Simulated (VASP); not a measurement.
## InP3: single point with r2SCAN

InP3:

```xyz
8
Lattice="3.7415 2.1602 3.5209 -3.7415 2.1602 3.5209 0.0000 -4.3203 3.5209" Properties=species:S:1:pos:R:3 pbc="T T T"
In    0.0000    0.0000    2.8546
In    0.0000    0.0000    7.7080
P     2.0713   -1.1958    6.4829
P     0.0000    2.3917    6.4829
P    -2.0713   -1.1958    6.4829
P    -2.0713    1.1958    4.0797
P     2.0713    1.1958    4.0797
P     0.0000   -2.3917    4.0797
```

This cell differs from its parent crystal: strain +0.0450 x Voigt [0, 0, 1, 0, 0, 0].

```
Program             : VASP 6.6.1
Task                : single point
Functional          : r2SCAN
Potentials or basis : VASP PAW PBE potentials, release 64 (In_d, P)
Cutoff              : 520 eV
k mesh              : 6 × 6 × 6
Occupations         : gaussian, width 0.15 eV
Spin                : no spin polarisation
```

| Quantity | Value |
| --- | --- |
| Pressure | -2.9 GPa |
| Largest force | 0.533 eV/Å |
| Band gap on the k mesh | zero (bands 28 and 29 overlap by 0.69 eV) |

Forces on the atoms (eV/Å):
```
In   0.000  0.000  0.052
In   0.000  0.000 -0.052
P    0.133 -0.077  0.511
P    0.000  0.153  0.511
P   -0.133 -0.077  0.511
P   -0.133  0.077 -0.511
P    0.133  0.077 -0.511
P    0.000 -0.153 -0.511
```

Stress tensor (GPa, compression positive):
```
-2.00  0.00  0.00
 0.00 -2.00  0.00
 0.00  0.00 -4.65
```

Levels at points of the mesh, in eV from the Fermi level:
| k point | band 25 | band 26 | band 27 | band 28 | band 29 | band 30 | band 31 | band 32 |
| --- | --- | --- | --- | --- | --- | --- | --- | --- |
| (0.00, 0.00, 0.00) | -2.04 | -1.96 | -0.58 | -0.58 | -0.53 | -0.40 | 2.73 | 2.79 |
| (0.50, 0.00, 0.00) | -2.37 | -1.24 | -1.20 | -1.09 | 0.80 | 2.66 | 3.11 | 3.22 |
| (0.50, 0.50, 0.00) | -1.35 | -0.86 | -0.58 | -0.01 | 1.75 | 1.90 | 2.45 | 2.97 |
| (0.50, 0.50, 0.50) | 0.05 | 0.05 | 0.16 | 0.16 | 1.99 | 1.99 | 2.09 | 2.09 |

Wall time 15 min on 1 thread of Oxide Virtual Turin-like Processor (shared host), peak memory 0.35 GiB.

Caveat: the cell differs from its parent crystal (strain +0.0450 x Voigt [0, 0, 1, 0, 0, 0]); semilocal functionals underestimate gaps, and a narrow one can read as zero; the PAW data sets were made with another functional, which shifts forces and pressure a little; spin-orbit coupling is left out, which moves the levels of the heavy elements.
